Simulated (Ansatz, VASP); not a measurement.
## Two plane-wave programs on Nb

```
Nb
1.0
     0.00000    2.08327    2.08327
     2.08327    0.00000    2.08327
     2.08327    2.08327    0.00000
Nb
1
Direct
  0.00000 0.00000 0.00000
```

Change from the starting cell: strain -0.015 along x and y, -0.015 along z, atoms carried along.

Alike in both runs: task single point; functional PBEsol; k mesh 20 × 20 × 20; occupations gaussian, width 0.15 eV; no spin polarisation.

|  | VASP | Ansatz |
| --- | --- | --- |
| version | VASP 6.6.1 | Ansatz 0.2.0 |
| potentials or method | VASP PAW PBE potentials, release 64 (Nb_sv), cutoff 520 eV | scalar-relativistic, plane waves, PAW |
| valence electrons in the cell | 13 | 13 |

```tsv
	VASP	Ansatz	Ansatz less VASP
gap on the k mesh at the Fermi level (eV)	none	none	-
pressure (GPa)	0.1	0.4	+0.29
```

VASP's potentials were made for PBE, not for PBEsol. A gap of «none» marks a metal or a gap that the smearing closes. With one functional, cell and mesh, what is left measures potentials, basis and numerics.
